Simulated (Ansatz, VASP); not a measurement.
## ScAl3F in VASP and in Ansatz

INCAR

```
ALGO = Normal ; EDIFF = 1E-7
EDIFFG = -0.01 ; ENCUT = 600
GGA = PE ; IBRION = 2
ISIF = 3 ; ISMEAR = 0
LASPH = T ; LCHARG = F
LREAL = F ; LWAVE = F
NELM = 100 ; NSW = 100
PREC = Accurate ; SIGMA = 0.1
```

Contents of KPOINTS:

```
k-points
0
Gamma
  8 8 6
```

POSCAR

```
ScAl3F
1.0
    4.5491361529      0.0000000000      0.0000000000
    0.0000000000      4.5491361529      0.0000000000
    0.0000000000      0.0000000000      5.9496073107
Sc Al F
1 3 1
Direct
    0.5000000000      0.5000000000      0.4142764767
    0.5000000000      0.5000000000      0.9337738890
    0.5000000000      0.0000000000      0.7178165438
    0.0000000000      0.5000000000      0.7178165438
    0.0000000000      0.0000000000      0.7443165166
```

Input for Ansatz:

```yaml
crystal:
  lattice:
    - [4.5491361529, 0.0, 0.0]
    - [0.0, 4.5491361529, 0.0]
    - [0.0, 0.0, 5.9496073107]
  atoms:
    - { symbol: Sc, position: [0.5, 0.5, 0.4142764767] }
    - { symbol: Al, position: [0.5, 0.5, 0.933773889] }
    - { symbol: Al, position: [0.5, 0.0, 0.7178165438] }
    - { symbol: Al, position: [0.0, 0.5, 0.7178165438] }
    - { symbol: F, position: [0.0, 0.0, 0.7443165166] }
basis:
  ecutwfc: 420
kpoints:
  mp_grid: { grid: [8, 8, 6] }
hamiltonian:
  xc: pbe
scf:
  occupations: { method: gaussian, width: 0.1 }
output:
  forces: true
  stress: true
  eigenvalues: true
relax:
  adjacent_minimum: "off"
  f_tol: 0.01
  max_steps: 80
  cell: { stress_tol: 0.05 }
```

Change from the starting cell: species swapped into the BaTiO3 type (P4mm, No. 99).

Alike in both runs: task relaxation of cell and atoms; functional PBE; k mesh 8 × 8 × 6; occupations gaussian, width 0.1 eV; no spin polarisation.

|  | VASP | Ansatz |
| --- | --- | --- |
| version | VASP 6.6.1 | Ansatz 0.2.0 |
| potentials or method | VASP PAW PBE potentials, release 64 (Sc_sv, Al, F), cutoff 600 eV | scalar-relativistic, plane waves, PAW |
| valence electrons in the cell | 27 | 27 |

|  | VASP | Ansatz | Ansatz less VASP |
| --- | --- | --- | --- |
| gap on the k mesh at the Fermi level, each at its own relaxed structure (eV) | none | none | - |
| relaxed volume (Å³/atom) | 24.59 | 24.65 | +0.057 |
| relaxed cell length with the largest relative difference (Å) | 4.516 | 4.526 | +0.0096 |

A gap of «none» marks a metal or a gap that the smearing closes.
